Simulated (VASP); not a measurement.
**HfB: electric field gradients with PBE**

The system is HfB.

```
Hf B
1.0
     0.00000    2.31000    2.31000
     2.31000    0.00000    2.31000
     2.31000    2.31000    0.00000
Hf B
1 1
Direct
  0.50000 0.50000 0.50000
  0.04329 0.04329 0.95671
```

This cell differs from its parent crystal: atom 2 (B) moved by [0.0, 0.0, 0.2] A.

```json
{
 "Program": "VASP 6.6.1",
 "Task": "electric field gradients",
 "Functional": "PBE",
 "Potentials or basis": "VASP PAW PBE potentials, release 64 (Hf_pv, B)",
 "Cutoff": "520 eV",
 "k mesh": "15 × 15 × 15",
 "Occupations": "fermi-dirac, width 0.05 eV",
 "Spin": "no spin polarisation",
 "Dipole correction": "no",
 "Further INCAR settings": "ALGO = Normal; EDIFF = 1e-08; NBANDS = 14"
}
```

The pressure is 33.6 GPa and the largest force is 2.641 eV/Å.

Forces on the atoms (eV/Å):
```
Hf   0.000  0.000  2.641
B    0.000  0.000 -2.641
```

Stress tensor (GPa, compression positive):
```
29.13  0.00  0.00
 0.00 29.13  0.00
 0.00  0.00 42.62
```

Levels at points of the mesh, in eV from the Fermi level:
| k point | band 3 | band 4 | band 5 | band 6 | band 7 | band 8 | band 9 | band 10 | band 11 | band 12 |
| --- | --- | --- | --- | --- | --- | --- | --- | --- | --- | --- |
| (0.00, 0.00, 0.00) | -28.33 | -9.58 | 1.54 | 1.54 | 2.20 | 2.50 | 4.22 | 4.67 | 4.67 | 5.90 |

Electric field gradients, principal values (V/Å²):
| atom | least | middle | greatest (by size) |
| --- | --- | --- | --- |
| 1 Hf | -5.872 | -5.872 | 11.743 |
| 2 B | -1.344 | -1.345 | 2.689 |

Wall time 57 s on 1 thread of Intel(R) Xeon(R) Platinum 8488C (Sapphire Rapids) (shared host), peak memory 0.22 GiB.

Caveat: the cell differs from its parent crystal (atom 2 (B) moved by [0.0, 0.0, 0.2] A); without QUAD_EFG the Cq values of the log hold for a quadrupole moment of 1 mb, not for the nuclei; spin-orbit coupling is left out, which moves the levels of the heavy elements; forces of over 1 eV/Å act on the atoms, so gaps and moduli don't describe the material at rest.
